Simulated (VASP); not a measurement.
Write the native input for VASP 6.6.1 that does the following.

```
Task                   : single point
Functional             : r2SCAN
Potentials or basis    : VASP PAW PBE potentials, release 64 (Al, Cu)
Cutoff                 : 520 eV
k mesh                 : 16 × 16 × 16
Occupations            : gaussian, width 0.15 eV
Spin                   : no spin polarisation
Dipole correction      : no
Further INCAR settings : ALGO = Normal; EDIFF = 1e-06; NBANDS = 14
```

Crystal: AlCu.

```
Al Cu
1.0
     2.99751    0.01124    0.00000
     0.01124    2.99751    0.00000
     0.00000    0.00000    2.99751
Al Cu
1 1
Cartesian
  0.0000 0.0000 0.0000
  1.5044 1.5044 1.4988
```

This cell differs from its parent crystal: strain +0.0075 x Voigt [0, 0, 0, 0, 0, 1].

The input as run:

POSCAR

```
AlCu
1.0
    2.9975090000      0.0112406588      0.0000000000
    0.0112406588      2.9975090000      0.0000000000
    0.0000000000      0.0000000000      2.9975090000
Al Cu
1 1
Direct
    0.0000000000      0.0000000000      0.0000000000
    0.5000000000      0.5000000000      0.5000000000
```

INCAR.step1

```
SYSTEM = AlCu
ALGO     = Normal         ! electronic algorithm
EDIFF    = 1E-4           ! SCF threshold, eV
ENCUT    = 520            ! plane-wave cutoff, eV
GGA      = PE             ! functional
ISMEAR   = 0              ! smearing method
LASPH    = .TRUE.         ! aspherical terms in the spheres
LCHARG   = .FALSE.        ! write CHGCAR
LREAL    = .FALSE.        ! projectors in reciprocal space
LWAVE    = .TRUE.         ! write WAVECAR
NBANDS   = 14             ! bands
NELM     = 100            ! most SCF steps
PREC     = Accurate       ! precision mode
SIGMA    = 0.15           ! smearing width, eV
```

INCAR.step2

```
SYSTEM = AlCu
ALGO     = Normal         ! electronic algorithm
EDIFF    = 1E-6           ! SCF threshold, eV
ENCUT    = 520            ! plane-wave cutoff, eV
ISIF     = 2              ! what is computed and relaxed
ISMEAR   = 0              ! smearing method
ISTART   = 1            
LASPH    = .TRUE.         ! aspherical terms in the spheres
LCHARG   = .TRUE.         ! write CHGCAR
LELF     = .TRUE.         ! ELF
LMIXTAU  = .TRUE.       
LREAL    = .FALSE.        ! projectors in reciprocal space
LVHAR    = .TRUE.       
LWAVE    = .FALSE.        ! write WAVECAR
METAGGA  = R2SCAN         ! meta-GGA
NBANDS   = 14             ! bands
NELM     = 100            ! most SCF steps
PREC     = Accurate       ! precision mode
SIGMA    = 0.15           ! smearing width, eV
```

KPOINTS

```
k-points
0
G
  16 16 16
  0 0 0
```

Potentials or basis: VASP PAW PBE potentials, release 64 (Al, Cu).

Command:

```sh
$ cat potpaw_PBE.64/Al/POTCAR potpaw_PBE.64/Cu/POTCAR > POTCAR
$ cp INCAR.step1 INCAR
$ mpirun -np 1 vasp_std > vasp.out
$ cp INCAR.step2 INCAR
$ mpirun -np 1 vasp_std > vasp.out
```

It gave:

```
Pressure               : -4.9 GPa
Band gap on the k mesh : zero (bands 7 and 8 overlap by 4.91 eV)
```

Caveat: the cell differs from its parent crystal (strain +0.0075 x Voigt [0, 0, 0, 0, 0, 1]); the cell stands under tension; the PAW data sets were made with another functional, which shifts forces and pressure a little.

Run time: 4.9 min on 1 thread of Intel(R) Xeon(R) Platinum 8488C (Sapphire Rapids), with other jobs on the host, peak memory 0.36 GiB.
